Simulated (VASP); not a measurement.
# B7As7H18 in VASP: notebook

The runs below take B7As7H18 through single point, with PBE.

Everything below comes from runs of VASP 6.6.1. Logs are shortened: lines on timing, memory, paths and dates and some standing lists are left out, and cuts for length are marked.

## Step 1: The cell of the first run

The cell holds a wire with vacuum, 32 atoms: a = 15.500 Å, b = 15.200 Å, c = 8.333 Å, α = 90.00°, β = 90.00°, γ = 90.00°.

## Step 2: Single point, PBE

Contents of INCAR:

```
  PREC = Accurate
  ENCUT = 520
  EDIFF = 1E-6
  ISMEAR = 0
  SIGMA = 0.05
  LREAL = Auto
  LASPH = True
  NELM = 80
  ALGO = Normal
  ISIF = 2
  LWAVE = False
  LCHARG = False
  GGA = PE
  NBANDS = 59
```

Contents of KPOINTS:

```
regular mesh
0
Gamma
  1 1 4
```

Contents of POSCAR:

```
B7As7H18
1.0
   15.5000000000      0.0000000000      0.0000000000
    0.0000000000     15.2000000000      0.0000000000
    0.0000000000      0.0000000000      8.3334638526
B As H
7 7 18
Direct
    0.4899611682      0.5000000000     -0.0091284425
    0.3624009845      0.5000000000      0.3367794914
    0.6185868333      0.5000000000      0.6726118097
    0.5537440774      0.3873472403      0.3367799617
    0.4256554290      0.6135898374      0.6726121038
    0.5537440774      0.6126527597      0.3367799617
    0.4256554290      0.3864101626      0.6726121038
    0.5510744638      0.6079400698      0.0903237185
    0.4284114216      0.3912862312      0.4241951168
    0.5510744638      0.3920599302      0.0903237185
    0.4284114216      0.6087137688      0.4241951168
    0.3677338987      0.5000000000      0.0903217554
    0.6130653197      0.5000000000      0.4241937023
    0.4899641884      0.5000000000      0.7431667163
    0.5106675752      0.6890929463      0.0160860453
    0.6401978861      0.6128348270      0.0160843241
    0.3830217054      0.3111152645      0.3534742347
    0.2883626691      0.5000000000      0.3802800594
    0.6538938999      0.4325321481      0.7129341412
    0.6538938999      0.5674678519      0.7129341412
    0.5106675752      0.3109070537      0.0160860453
    0.6401978861      0.3871651730      0.0160843241
    0.3830217054      0.6888847355      0.3534742347
    0.5907638565      0.3219621581      0.3802771625
    0.3507051515      0.6110376573      0.7129394429
    0.4653031338      0.6785020650      0.7129311842
    0.3190183622      0.4237393693      0.0160833729
    0.3190183622      0.5762606307      0.0160833729
    0.7038476750      0.5000000000      0.3534732610
    0.5907638565      0.6780378419      0.3802771625
    0.3507051515      0.3889623427      0.7129394429
    0.4653031338      0.3214979350      0.7129311842
```

Potentials or basis: VASP PAW PBE potentials, release 64 (B, As, H).

Command:

```console
cat potpaw_PBE.64/B/POTCAR potpaw_PBE.64/As/POTCAR potpaw_PBE.64/H/POTCAR > POTCAR
mpirun -np 1 vasp_std > vasp.out
```

OUTCAR:

```text
PREC = Accurate
   ENCUT = 520
   EDIFF = 1E-6
   ISMEAR = 0
   LREAL = Auto
   LASPH = True
   NELM = 80
   ISIF = 2
   GGA = PE

 ion  position               nearest neighbor table
   1  0.490  0.500  0.991-  14 2.06  10 2.07   8 2.07  12 2.07
   2  0.362  0.500  0.337-  18 1.20  12 2.06   9 2.08  11 2.08
   3  0.619  0.500  0.673-  19 1.21  20 1.21  13 2.07  14 2.08
   4  0.554  0.387  0.337-  24 1.20  10 2.06  13 2.08   9 2.08
   5  0.426  0.614  0.673-  25 1.21  26 1.21  11 2.07  14 2.08
   6  0.554  0.613  0.337-  30 1.20   8 2.06  13 2.08  11 2.08
   7  0.426  0.386  0.673-  31 1.21  32 1.21   9 2.07  14 2.08
   8  0.551  0.608  0.090-  15 1.52  16 1.52   6 2.06   1 2.07
   9  0.428  0.391  0.424-  17 1.53   7 2.07   2 2.08   4 2.08
  10  0.551  0.392  0.090-  21 1.52  22 1.52   4 2.06   1 2.07
  11  0.428  0.609  0.424-  23 1.53   5 2.07   2 2.08   6 2.08
  12  0.368  0.500  0.090-  27 1.52  28 1.52   2 2.06   1 2.07
  13  0.613  0.500  0.424-  29 1.53   3 2.07   6 2.08   4 2.08
  14  0.490  0.500  0.743-   1 2.06   5 2.08   7 2.08   3 2.08
  15  0.511  0.689  0.016-   8 1.52
  16  0.640  0.613  0.016-   8 1.52
  17  0.383  0.311  0.353-   9 1.53
  18  0.288  0.500  0.380-   2 1.20
  19  0.654  0.433  0.713-   3 1.21
  20  0.654  0.567  0.713-   3 1.21
[... 10 lines left out ...]
  31  0.351  0.389  0.713-   7 1.21
  32  0.465  0.321  0.713-   7 1.21

  LATTYP: Found a simple orthorhombic cell.
 ALAT       =     8.3334638526
 B/A-ratio  =     1.8239714324
 C/A-ratio  =     1.8599708686

  Lattice vectors:

 A1 = (   0.0000000000,   0.0000000000,  -8.3334638526)
 A2 = (   0.0000000000,  15.2000000000,   0.0000000000)
 A3 = (  15.5000000000,   0.0000000000,   0.0000000000)

Analysis of symmetry for initial positions (statically):
=====================================================================
 Subroutine PRICEL returns:
 Original cell was already a primitive cell.

 Routine SETGRP: Setting up the symmetry group for a
 simple orthorhombic supercell.

 Subroutine GETGRP returns: Found  2 space group operations
 (whereof  2 operations were pure point group operations)
 out of a pool of  8 trial point group operations.

The static configuration has the point symmetry C_1h.

Analysis of symmetry for dynamics (positions and initial velocities):
=====================================================================
 Subroutine PRICEL returns:
 Original cell was already a primitive cell.

 Routine SETGRP: Setting up the symmetry group for a
 simple orthorhombic supercell.

 Subroutine GETGRP returns: Found  2 space group operations
 (whereof  2 operations were pure point group operations)
 out of a pool of  8 trial point group operations.

The dynamic configuration has the point symmetry C_1h.

 Subroutine INISYM returns: Found  2 space group operations
 (whereof  2 operations are pure point group operations),
 and found     1 'primitive' translations

----------------------------------------------------------------------------------------

                                     Primitive cell

  volume of cell :    1963.3641

  direct lattice vectors                    reciprocal lattice vectors
    15.500000000  0.000000000  0.000000000     0.064516129  0.000000000  0.000000000
     0.000000000 15.200000000  0.000000000     0.000000000  0.065789474  0.000000000
     0.000000000  0.000000000  8.333463853     0.000000000  0.000000000  0.119998121

  length of vectors
    15.500000000 15.200000000  8.333463853     0.064516129  0.065789474  0.119998121

  position of ions in fractional coordinates (direct lattice)
     0.489961168  0.500000000  0.990871558
     0.362400984  0.500000000  0.336779491
     0.618586833  0.500000000  0.672611810
     0.553744077  0.387347240  0.336779962
     0.425655429  0.613589837  0.672612104
     0.553744077  0.612652760  0.336779962
[... 24 lines left out ...]
     0.350705152  0.388962343  0.712939443
     0.465303134  0.321497935  0.712931184

  ion indices of the primitive-cell ions
   primitive index   ion index
                 1           1
                 2           2
                 3           3
                 4           4
                 5           5
                 6           6
[... 24 lines left out ...]
                31          31
                32          32

----------------------------------------------------------------------------------------

 KPOINTS: regular mesh

Automatic generation of k-mesh.
 Grid dimensions read from file:
 generate k-points for:    1    1    4

 Generating k-lattice:

  Cartesian coordinates                     Fractional coordinates (reciprocal lattice)
     0.064516129  0.000000000  0.000000000     1.000000000  0.000000000  0.000000000
     0.000000000  0.065789474  0.000000000     0.000000000  1.000000000  0.000000000
     0.000000000  0.000000000  0.029999530     0.000000000  0.000000000  0.250000000

  Length of vectors
     0.064516129  0.065789474  0.029999530

  Shift w.r.t. Gamma in fractional coordinates (k-lattice)
     0.000000000  0.000000000  0.000000000

 Subroutine IBZKPT returns following result:
 ===========================================

 Found      3 irreducible k-points:

 Following reciprocal coordinates:
            Coordinates               Weight
  0.000000  0.000000  0.000000      1.000000
  0.000000  0.000000  0.250000      2.000000
  0.000000  0.000000  0.500000      1.000000
   k-points           NKPTS =      3   k-points in BZ     NKDIM =      3   number of bands    NBANDS=     59
   number of dos      NEDOS =    301   number of ions     NIONS =     32
   total plane-waves  NPLWV = 921600
   dimension x,y,z NGX =   120 NGY =  120 NGZ =   64
   dimension x,y,z NGXF=   240 NGYF=  240 NGZF=  128
   ions per type =               7   7  18
   NGX,Y,Z   is equivalent  to a cutoff of  12.87, 13.12, 12.77 a.u.
   NGXF,Y,Z  is equivalent  to a cutoff of  25.74, 26.25, 25.53 a.u.
 SYSTEM =  unknown system
   PREC   = accura    normal or accurate (medium, high low for compatibility)
   ISTART =      0    job   : 0-new  1-cont  2-samecut
   ICHARG =      2    charge: 1-file 2-atom 10-const
   ISPIN  =      1    spin polarized calculation?
   LNONCOLLINEAR =      F non collinear calculations
   LSORBIT =      F    spin-orbit coupling
   LASPH  =      T    aspherical Exc in radial PAW
   ENCUT  =  520.0 eV  38.22 Ry    6.18 a.u.  28.82 28.26 15.49*2*pi/ulx,y,z
   NELM   =     80;   NELMIN=  2; NELMDL= -5     # of ELM steps
   EDIFF  = 0.1E-05   stopping-criterion for ELM
   LREAL  =      T    real-space projection
   EDIFFG = 0.1E-04   stopping-criterion for IOM
   NSW    =      0    number of steps for IOM
   IBRION =     -1    ionic relax: 0-MD 1-quasi-New 2-CG
   NFREE  =      0    steps in history (QN), initial steepest desc. (CG)
   ISIF   =      2    stress and relaxation
   ISYM   =      2    0-nonsym 1-usesym 2-fastsym
   POTIM  = 0.5000    time-step for ionic-motion
   TEBEG  =    0.0;   TEEND  =   0.0 temperature during run
   PSTRESS=    0.0 pullay stress
   NELECT =      74.0000    total number of electrons
   NUPDOWN=      -1.0000    fix difference up-down
   EMIN   =  10.00;   EMAX   =-10.00  energy-range for DOS
   EFERMI =   0.00;   METHOD = LEGACY
   ISMEAR =     0;   SIGMA  =   0.05  broadening in eV -4-tet -1-fermi 0-gaus
   EFERMI_NEDOS =   21; number of points for ismear=-14 and -15
   IALGO  =     38    algorithm
   IMIX   =      4    mixing-type and parameters
     AMIX     =   0.40;   BMIX     =  1.00
     AMIX_MAG =   1.60;   BMIX_MAG =  1.00
  volume/ion in A,a.u.               =      61.36       414.04
  Fermi-wavevector in a.u.,A,eV,Ry     =   0.548890  1.037251  4.099163  0.301280
  Thomas-Fermi vector in A             =   1.579779
   LORBIT       =      0    0 simple, 1 ext, 2 COOP (PROOUT), +10 PAW based schemes
   GGA     = PE    functional components
   LHFCALC =     F    Hartree Fock is set to
   AEXX    =    0.0000 exact exchange contribution
   IVDW    =     0    specifies the selected vdW correction
   LEPSILON=     F    determine dielectric tensor
   LRPA    =     F    only Hartree local field effects (RPA)
 non-spin polarized calculation
 Gauss-broadening in eV      SIGMA  =   0.05
  energy-cutoff  :      520.00
  volume of cell :     1963.36
 maximum number of plane-waves:     52903
 NGX is ok and might be reduce to   120
   NGX = 57   NGY = 57   NGZ = 31

 number of electron      74.0000005 magnetization

 Free energy of the ion-electron system (eV)
  ---------------------------------------------------
  ext. energy  EPLUGINS =         0.00000000
  ---------------------------------------------------
  free energy    TOTEN  =      -140.00833638 eV

  energy without entropy =     -140.00833638  energy(sigma->0) =     -140.00833638

 E-fermi :  -4.4101     XC(G=0):  -2.1431

 val. band max:       -4.6600132290   @ k =   0.0000   0.0000   0.0000
 cond. band min:      -0.7381908912   @ k =   0.0000   0.0000   0.5000
 fundamental gap:      3.9218223378
 Fermi energy:        -4.4100760268

 k-point     1 :       0.0000    0.0000    0.0000
  band No.  band energies     occupation
      1     -17.3965      2.00000
      2     -16.1214      2.00000
      3     -16.1212      2.00000
      4     -15.9612      2.00000
      5     -14.9992      2.00000
      6     -14.9991      2.00000
[... 41 lines left out ...]
     48       0.8899      0.00000
     49       0.9054      0.00000

 k-point     2 :       0.0000    0.0000    0.2500
  band No.  band energies     occupation
      1     -17.3585      2.00000
      2     -16.1344      2.00000
      3     -16.1159      2.00000
      4     -16.1157      2.00000
      5     -15.0115      2.00000
      6     -15.0113      2.00000
[... 41 lines left out ...]
     48       0.9256      0.00000
     49       0.9531      0.00000

 k-point     3 :       0.0000    0.0000    0.5000
  band No.  band energies     occupation
      1     -17.3146      2.00000
      2     -16.2822      2.00000
      3     -16.1103      2.00000
      4     -16.1100      2.00000
      5     -15.0238      2.00000
      6     -15.0236      2.00000
[... 41 lines left out ...]
     48       1.0596      0.00000
     49       1.1487      0.00000
 [bands above 49 left out]

------------------------ aborting loop because EDIFF is reached ----------------------------------------

  FORCE on cell =-STRESS in cart. coord.  units (eV):
  Direction    XX          YY          ZZ          XY          YZ          ZX
  --------------------------------------------------------------------------------------
  -------------------------------------------------------------------------------------
  Total        0.6149776      0.6041858      0.5171526      0.0000000      0.0000000     -0.0059319
  in kB        0.5018444      0.4930378      0.4220156      0.0000000      0.0000000     -0.0048406
  external PRESSURE =       0.4722992 kB  Pullay stress =       0.0000000 kB

 VOLUME and BASIS-vectors are now :
 -----------------------------------------------------------------------------
  energy-cutoff  :      520.00
  volume of cell :     1963.36
      direct lattice vectors                 reciprocal lattice vectors
    15.500000000  0.000000000  0.000000000     0.064516129  0.000000000  0.000000000
     0.000000000 15.200000000  0.000000000     0.000000000  0.065789474  0.000000000
     0.000000000  0.000000000  8.333463853     0.000000000  0.000000000  0.119998121

 POSITION                                       TOTAL-FORCE (eV/Angst)
 -----------------------------------------------------------------------------------
      7.59440      7.60000      8.25739        -0.000102      0.000000      0.008171
      5.61722      7.60000      2.80654        -0.027570      0.000000      0.000468
      9.58810      7.60000      5.60519         0.026898      0.000000      0.005916
      8.58303      5.88768      2.80654         0.014115     -0.024107     -0.001078
      6.59766      9.32657      5.60519        -0.015067      0.025399      0.005981
      8.58303      9.31232      2.80654         0.014115      0.024107     -0.001078
[... 24 lines left out ...]
      5.43593      5.91223      5.94126        -0.008364      0.000684      0.003856
      7.21220      4.88677      5.94119         0.005135     -0.007186      0.003894
 -----------------------------------------------------------------------------------
    total drift:                               -0.006981     -0.000000      0.016304

  FREE ENERGIE OF THE ION-ELECTRON SYSTEM (eV)
  ---------------------------------------------------
  free  energy   TOTEN  =      -140.0083363823 eV

  energy  without entropy=     -140.0083363823  energy(sigma->0) =     -140.00833638
```

Wall time 16 min (1 thread of AMD EPYC 9R45 (Zen 5), shared host); peak memory 1.7 GiB.

Results:

- Free energy: -140.0083 eV
- Largest force: 0.085 eV/Å
- Band gap on the k mesh: 3.92 eV, indirect (least direct gap 4.07 eV)

Forces on the atoms (eV/Å):
```
B    0.000  0.000  0.008
B   -0.028  0.000  0.000
B    0.027  0.000  0.006
B    0.014 -0.024 -0.001
B   -0.015  0.025  0.006
B    0.014  0.024 -0.001
B   -0.015 -0.025  0.006
As  -0.028 -0.043  0.059
As   0.015  0.039  0.035
As  -0.028  0.043  0.059
As   0.015 -0.039  0.035
As   0.055  0.000  0.057
As  -0.033  0.000  0.034
As   0.002  0.000 -0.028
H   -0.034  0.069 -0.035
H    0.077  0.005 -0.035
H   -0.036 -0.063 -0.032
H   -0.007  0.000  0.001
H    0.004 -0.008  0.004
H    0.004  0.008  0.004
H   -0.034 -0.069 -0.035
H    0.077 -0.005 -0.035
H   -0.036  0.063 -0.032
H    0.004 -0.006  0.001
H   -0.008 -0.001  0.004
H    0.005  0.007  0.004
H   -0.043 -0.064 -0.035
H   -0.043  0.064 -0.035
H    0.073  0.000 -0.032
H    0.004  0.006  0.001
H   -0.008  0.001  0.004
H    0.005 -0.007  0.004
```

## Step 3: Single point, PBE

Contents of INCAR:

```
SYSTEM = B7As7H18
PREC = Accurate ; ENCUT = 520
EDIFF = 1E-6 ; ISMEAR = 0
SIGMA = 0.05 ; LREAL = Auto
LASPH = .True. ; NELM = 100
ALGO = Normal ; ISIF = 2
LWAVE = .False. ; LCHARG = .True.
GGA = PE ; LELF = .True.
LVHAR = .True. ; NBANDS = 59
```

Contents of KPOINTS:

```
Automatic mesh
0
Gamma
  1 1 4
  0 0 0
```

Contents of POSCAR:

```
B7As7H18
1.0
   15.5000000000      0.0000000000      0.0000000000
    0.0000000000     15.2000000000      0.0000000000
    0.0000000000      0.0000000000      8.3291246155
B As H
7 7 18
Direct
    0.4899636457      0.5000000000      0.0000000000
    0.3633060006      0.5000000000      0.3333333333
    0.6166212908      0.5000000000      0.6666666667
    0.5532924682      0.3881463525      0.3333333333
    0.4266348231      0.6118536475      0.6666666667
    0.5532924682      0.6118536475      0.3333333333
    0.4266348231      0.3881463525      0.6666666667
    0.5532924682      0.6118536475      0.0833333333
    0.4266348231      0.3881463525      0.4166666667
    0.5532924682      0.3881463525      0.0833333333
    0.4266348231      0.6118536475      0.4166666667
    0.3633060006      0.5000000000      0.0833333333
    0.6166212908      0.5000000000      0.4166666667
    0.4899636457      0.5000000000      0.7500000000
    0.5070644120      0.6935033056      0.0225026110
    0.6457485807      0.6118536475      0.0225026110
    0.3804067669      0.3064966944      0.3558359443
    0.2909225968      0.5000000000      0.3809573857
    0.6528129927      0.4360769124      0.7142907190
    0.6528129927      0.5639230876      0.7142907190
    0.5070644120      0.3064966944      0.0225026110
    0.6457485807      0.3881463525      0.0225026110
    0.3804067669      0.6935033056      0.3558359443
    0.5894841702      0.3242232649      0.3809573857
    0.3542514193      0.6118536475      0.7142907190
    0.4628265251      0.6757767351      0.7142907190
    0.3170779444      0.4183503419      0.0225026110
    0.3170779444      0.5816496581      0.0225026110
    0.7090774032      0.5000000000      0.3558359443
    0.5894841702      0.6757767351      0.3809573857
    0.3542514193      0.3881463525      0.7142907190
    0.4628265251      0.3242232649      0.7142907190
```

Potentials or basis: VASP PAW PBE potentials, release 64 (B, As, H).

Command:

```console
cat potpaw_PBE.64/B/POTCAR potpaw_PBE.64/As/POTCAR potpaw_PBE.64/H/POTCAR > POTCAR
mpirun -np 1 vasp_std > vasp.out
```

It took 17 min on 1 thread of AMD EPYC 9R45 (Zen 5), shared host; peak memory 1.7 GiB.

Results (log left out):

* Free energy: -139.3886 eV
* Largest force: 1.305 eV/Å
* Band gap on the k mesh: 3.48 eV, indirect (least direct gap 3.54 eV)

Forces in eV/Å, atoms in the order of the input:
```
B    0.001  0.000 -1.111
B   -0.194  0.000 -0.391
B   -0.102  0.000  0.224
B    0.098 -0.169 -0.391
B    0.050 -0.089  0.222
B    0.098  0.169 -0.391
B    0.050  0.089  0.222
As  -0.353 -0.601  1.104
As   0.516  0.888  0.584
As  -0.353  0.601  1.104
As   0.516 -0.888  0.584
As   0.700  0.000  1.100
As  -1.026  0.000  0.592
As   0.002  0.000 -1.215
H    0.262 -0.062 -0.290
H   -0.185  0.196 -0.290
H   -0.023 -0.040 -0.168
H   -0.361  0.000  0.075
H    0.194 -0.579 -0.036
H    0.194  0.579 -0.036
H    0.262  0.062 -0.290
H   -0.185 -0.196 -0.290
H   -0.023  0.040 -0.168
H    0.180 -0.312  0.075
H   -0.599 -0.121 -0.036
H    0.404  0.458 -0.036
H   -0.078  0.258 -0.290
H   -0.078 -0.258 -0.290
H    0.046  0.000 -0.168
H    0.180  0.312  0.075
H   -0.599  0.121 -0.036
H    0.404 -0.458 -0.036
```

Levels at points of the mesh, in eV from the valence-band top:
```
           k point  band 34  band 35  band 36  band 37  band 38  band 39  band 40  band 41
(0.00, 0.00, 0.00)    -0.88    -0.08    -0.08     0.00     3.78     3.93     3.93     4.21
(0.00, 0.00, 0.50)    -0.81    -0.66    -0.05    -0.05     3.48     3.89     3.89     4.05
```
